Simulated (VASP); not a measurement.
Write the native input for VASP 6.6.1 that does the following.

```
Task                   : single point
Functional             : revPBE
Potentials or basis    : VASP PAW PBE potentials, release 64 (Hf_pv)
Cutoff                 : 520 eV
k mesh                 : 12 × 12 × 12
Occupations            : fermi-dirac, width 0.1 eV
Spin                   : no spin polarisation
Dipole correction      : no
Further INCAR settings : ALGO = Normal; EDIFF = 1e-07; NBANDS = 11
```

The structure of Hf lies in POSCAR:

```
Hf
1.0
    3.0535446297      0.0000000000      0.0000000000
    0.0000000000      3.0535446297      0.0000000000
    0.0000000000      0.0000000000      3.0535446297
Hf
1
Direct
    0.0000000000      0.0000000000      0.0000000000
```

This cell differs from its parent crystal: volume scaled by 1.12.

These files were run (other wordings do the same):

INCAR

```
SYSTEM = Hf
PREC = Accurate
ENCUT = 520
EDIFF = 1E-7
ISMEAR = -1
SIGMA = 0.1
LREAL = .False.
LASPH = .True.
NELM = 100
ALGO = Normal
ISIF = 2
LWAVE = .False.
LCHARG = .False.
GGA = RE
NBANDS = 11
```

KPOINTS

```
regular mesh
0
Gamma
  12 12 12
  0 0 0
```

Potentials or basis: VASP PAW PBE potentials, release 64 (Hf_pv).

Run with:

```bash
$ cat potpaw_PBE.64/Hf_pv/POTCAR > POTCAR
$ mpirun -np 1 vasp_std > vasp.out
```

It gave:

The pressure is -6.8 GPa and the band gap on the k mesh is zero (band 5 reaches 3.85 eV, above the bottom of band 6 at 1.93 eV).

Caveat: the PAW data sets were made with another functional, which shifts forces and pressure a little; spin-orbit coupling is left out, which moves the levels of the heavy elements.

It used 9.2 s of CPU time on 1 thread of Intel Xeon 6975P-C, on a shared host.
